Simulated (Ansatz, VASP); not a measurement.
# Two plane-wave programs on Re

```
Re
1.0
     0.00000    2.26498    1.57959
     2.26498    0.00000    1.57959
     2.26498    2.26498    0.00000
Re
1
Direct
  0.00000 0.00000 0.00000
```

Alike in both runs: task single point; functional PBE; k mesh 10 × 10 × 10; occupations gaussian, width 0.15 eV; no spin polarisation.

|  | VASP | Ansatz |
| --- | --- | --- |
| version | VASP 6.6.1 | Ansatz 0.2.0 |
| potentials or method | VASP PAW PBE potentials, release 64 (Re), cutoff 520 eV | scalar-relativistic, plane waves, PAW |
| valence electrons in the cell | 7 | 15 |

Ansatz gave:

| Property | Result |
| --- | --- |
| gap on the k mesh at the Fermi level (eV) | none |
| pressure (GPa) | -21.5 |
| traceless stress, the component that is largest in VASP (GPa) | -0.23 |

Problem. Which values does VASP return?

Solution. gap on the k mesh at the Fermi level (eV): none; pressure (GPa): -22.3; traceless stress, the component that is largest in VASP (GPa): -0.29.

A gap of «none» marks a metal or a gap that the smearing closes. VASP's potentials hold 7 valence electrons a cell and Ansatz's 15, so a difference there can come from the potentials and not from the codes.

Neither program's run includes spin-orbit coupling.
